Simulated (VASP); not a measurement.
# CuGe4: single point with PBE+D3(BJ)

CuGe4, a slab with vacuum:

```
Ge Cu
1.0
     4.03036    0.00000    0.00000
    -2.01518    3.49039    0.00000
     0.00000    0.00000   21.59841
Ge Cu
4 1
Direct
  0.33333 0.66667 0.18520
  0.00000 0.00000 0.22329
  0.00000 0.00000 0.34431
  0.66667 0.33333 0.37958
  0.66667 0.33333 0.50922
```

- Program: VASP 6.6.1
- Task: single point
- Functional: PBE
- Dispersion: D3(BJ)
- Potentials or basis: VASP PAW PBE potentials, release 64 (Ge_d, Cu)
- Cutoff: 520 eV
- k mesh: 9 × 9 × 1
- Occupations: gaussian, width 0.1 eV
- Spin: no spin polarisation
- Dipole correction: yes
- Further INCAR settings: ALGO = Normal; EDIFF = 1e-06; NBANDS = 42

```yaml
Largest_force: 0.932 eV/Å
Band_gap_on_the_k_mesh: zero (an odd number of electrons rules out a gap without spin polarisation)
Dispersion_energy_per_atom: -0.220 eV
```

Forces in eV/Å, atoms in the order of the input:
```
Ge   0.000  0.000  0.151
Ge   0.000  0.000  0.087
Ge   0.000  0.000 -0.328
Ge   0.000  0.000  0.932
Cu   0.000  0.000 -0.842
```

Levels at points of the mesh, in eV from the Fermi level:
```tsv
k point	band 32	band 33	band 34	band 35	band 36	band 37
(0.00, 0.00, 0.00)	-0.49	0.08	0.08	0.75	1.21	1.67
```

Wall time 3.5 min on 1 thread of AMD EPYC 9R45 96-Core Processor (Zen 5), on a shared host, peak memory 0.42 GiB.
